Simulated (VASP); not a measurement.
Input of a VASP 6.6.1 run:

INCAR

```
  ALGO = Normal
  EDIFF = 1E-6
  EDIFFG = -0.04
  ENCUT = 600
  GGA = PE
  IBRION = 2
  ISIF = 3
  ISMEAR = 0
  ISPIN = 2
  LASPH = T
  LCHARG = F
  LMAXMIX = 4
  LORBIT = 11
  LREAL = F
  LWAVE = F
  MAGMOM = 2.55 0.18 -0.08 0.06 0.06 0.06
  NELM = 150
  NSW = 90
  PREC = Accurate
  SIGMA = 0.1
```

KPOINTS

```
k-points
0
Gamma
  3 3 4
```

File POSCAR:

```
NbInS4
1.0
    5.7629520900      0.0000000000      0.0000000000
   -2.8814760400      4.9908629100      0.0000000000
    0.0000000000      0.0000000000      4.7089266200
Nb In S
1 1 4
Direct
    0.6666666700      0.3333333300      0.0000000000
    0.0000000000      0.0000000000      0.0000000000
    0.3333333300      0.6666666700      0.0000000000
    0.6595750800      0.8297875400      0.5000000000
    0.1702124600      0.8297875400      0.5000000000
    0.1702124600      0.3404249200      0.5000000000
```

Potentials or basis: VASP PAW PBE potentials, release 64 (Nb_sv, In_d, S).

Launch:

```sh
$ cat potpaw_PBE.64/Nb_sv/POTCAR potpaw_PBE.64/In_d/POTCAR potpaw_PBE.64/S/POTCAR > POTCAR
$ mpirun -np 1 vasp_std > vasp.out
```

**Question.** What does it give for the relaxed volume?

**Answer.** 26.13 Å³/atom.

**Question.** Estimate the band gap on the k mesh.

**Answer.** Zero (filled and empty bands overlap).

**Question.** Estimate the site moments.

**Answer.** Nb +2.30; In +0.19; S -0.08, +0.06 (each value once) μB.

**Question.** Estimate the relaxed cell.

**Answer.** a = 5.052 Å, b = 5.052 Å, c = 7.093 Å, α = 90.00°, β = 90.00°, γ = 120.00°.

Final structure:
```
Nb In S
1.0
     5.05212    0.00000    0.00000
    -2.52606    4.37527    0.00000
     0.00000    0.00000    7.09300
Nb In S
1 1 4
Cartesian
  2.5261 1.4584 0.0000
  0.0000 0.0000 0.0000
  0.0000 2.9168 0.0000
  1.4731 3.7673 3.5465
  -1.4731 3.7673 3.5465
  0.0000 1.2159 3.5465
```

Caveat: the k points lie up to 0.48 Å⁻¹ apart in the final cell, too coarse for converged energies and pressures of a metal; the volume moved by over 15 % at a fixed basis, so the end points are rough; spin-orbit coupling is left out, which moves the levels of the heavy elements.
